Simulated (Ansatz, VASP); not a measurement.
SnSe2: VASP beside Ansatz

INCAR

```
ALGO = Normal
EDIFF = 1E-6
ENCUT = 520
GGA = PS
ISIF = 2
ISMEAR = 0
LASPH = T
LCHARG = F
LREAL = F
LWAVE = F
NBANDS = 20
NELM = 100
PREC = Accurate
SIGMA = 0.02
```

File KPOINTS:

```
k-points
0
Gamma
  9 9 6
```

The input POSCAR:

```
SnSe2
1.0
    3.7173625415      0.0000000000      0.0000000000
   -1.8586812708      3.2193303960      0.0000000000
    0.0000000000      0.0000000000      6.0782689100
Sn Se
1 2
Direct
    0.0000000000      0.0000000000      0.0000000000
    0.3333333333      0.6666666667      0.2619740414
    0.6666666667      0.3333333333      0.7380259586
```

Input for Ansatz:

```yaml
crystal:
  lattice:
    - [3.7173625415, 0.0, 0.0]
    - [-1.8586812708, 3.219330396, 0.0]
    - [0.0, 0.0, 6.07826891]
  atoms:
    - { symbol: Sn, position: [0.0, 0.0, 0.0] }
    - { symbol: Se, position: [0.3333333333, 0.6666666667, 0.2619740414] }
    - { symbol: Se, position: [0.6666666667, 0.3333333333, 0.7380259586] }
basis:
  ecutwfc: 420
kpoints:
  mp_grid: { grid: [9, 9, 6] }
hamiltonian:
  xc: pbesol
scf:
  occupations: { method: gaussian, width: 0.02 }
output:
  forces: true
  stress: true
  eigenvalues: true
```

Alike in both runs: task single point; functional PBEsol; k mesh 9 × 9 × 6; occupations gaussian, width 0.02 eV; no spin polarisation.

|  | VASP | Ansatz |
| --- | --- | --- |
| version | VASP 6.6.1 | Ansatz 0.2.0 |
| potentials or method | VASP PAW PBE potentials, release 64 (Sn_d, Se), cutoff 520 eV | scalar-relativistic, plane waves, PAW |
| valence electrons in the cell | 26 | 46 |

VASP gave:

* gap on the k mesh at the Fermi level (eV): 0.42
* least direct gap on the mesh (eV): 1.14
* pressure (GPa): 4.2
* traceless stress, the component that is largest in VASP (GPa): -1.35
* rms of the force components (eV/Å): 0.126

Estimate Ansatz's values.

gap on the k mesh at the Fermi level (eV): 0.43; least direct gap on the mesh (eV): 1.14; pressure (GPa): 4.1; traceless stress, the component that is largest in VASP (GPa): -1.37; rms of the force components (eV/Å): 0.115.

VASP's potentials were made for PBE, not for PBEsol. Atom by atom the forces differ by 0.011 eV/Å (rms over components). VASP's potentials hold 26 valence electrons a cell and Ansatz's 46, so a difference there can come from the potentials and not from the codes.
